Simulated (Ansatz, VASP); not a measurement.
# One calculation of Hf, two programs

File POSCAR:

```
Hf
1.0
    2.9521540024      0.0000000000      0.0000000000
    0.0000000000      2.9521540024      0.0000000000
    0.0000000000      0.0000000000      2.9521540024
Hf
1
Direct
    0.5000000000      0.5000000000      0.5000000000
```

INCAR.step1

```
PREC = Accurate ; ENCUT = 520
EDIFF = 1E-5 ; ISMEAR = -1
SIGMA = 0.05 ; LREAL = F
LASPH = T ; NELM = 60
ALGO = Normal ; ISIF = 2
LWAVE = T ; LCHARG = F
NBANDS = 11 ; GGA = PE
```

The input INCAR.step2:

```
PREC = Accurate ; ENCUT = 520
EDIFF = 1E-7 ; ISMEAR = -1
SIGMA = 0.05 ; LREAL = F
LASPH = T ; NELM = 60
ALGO = Normal ; ISIF = 2
LWAVE = F ; LCHARG = F
METAGGA = R2SCAN ; LHFCALC = T
AEXX = 0.1 ; LMIXTAU = T
PRECFOCK = Normal ; NBANDS = 11
ISTART = 1
```

File KPOINTS:

```
Automatic mesh
0
Gamma
  5 5 5
```

File input.yaml:

```yaml
crystal:
  lattice:
    - [2.9521540024, 0.0, 0.0]
    - [0.0, 2.9521540024, 0.0]
    - [0.0, 0.0, 2.9521540024]
  atoms:
    - { symbol: Hf, position: [0.5, 0.5, 0.5] }
hamiltonian:
  xc: r2scanh
  pseudopotentials: { kind: paw }
kpoints:
  mp_grid: { grid: [5, 5, 5] }
scf:
  occupations: { method: fermi_dirac, width: 0.05 }
output:
  forces: true
  stress: true
  eigenvalues: true
```

Alike in both runs: task single point; functional r2SCANh; k mesh 5 × 5 × 5; occupations fermi-dirac, width 0.05 eV; no spin polarisation.

|  | VASP | Ansatz |
| --- | --- | --- |
| version | VASP 6.6.1 | Ansatz 0.2.0 |
| potentials or method | VASP PAW PBE potentials, release 64 (Hf_pv) | Ansatz PAW |
| plane-wave cutoff (eV) | 520 | 500 |
| valence electrons in the cell | 10 | 26 |

Ansatz gave:

* gap on the k mesh at the Fermi level (eV): none
* pressure (GPa): -3.1

Task: Which values does VASP return?

Result: gap on the k mesh at the Fermi level (eV): none; pressure (GPa): -4.0.

VASP's potentials were made for PBE, not for r2SCANh. A gap of «none» marks a metal or a gap that the smearing closes. With one functional, cell and mesh, what is left measures potentials, basis and numerics. VASP's potentials hold 10 valence electrons a cell and Ansatz's 26, so a difference there can come from the potentials and not from the codes.

The k mesh is coarse, so the values compare programs but aren't converged. Neither program's run includes spin-orbit coupling.
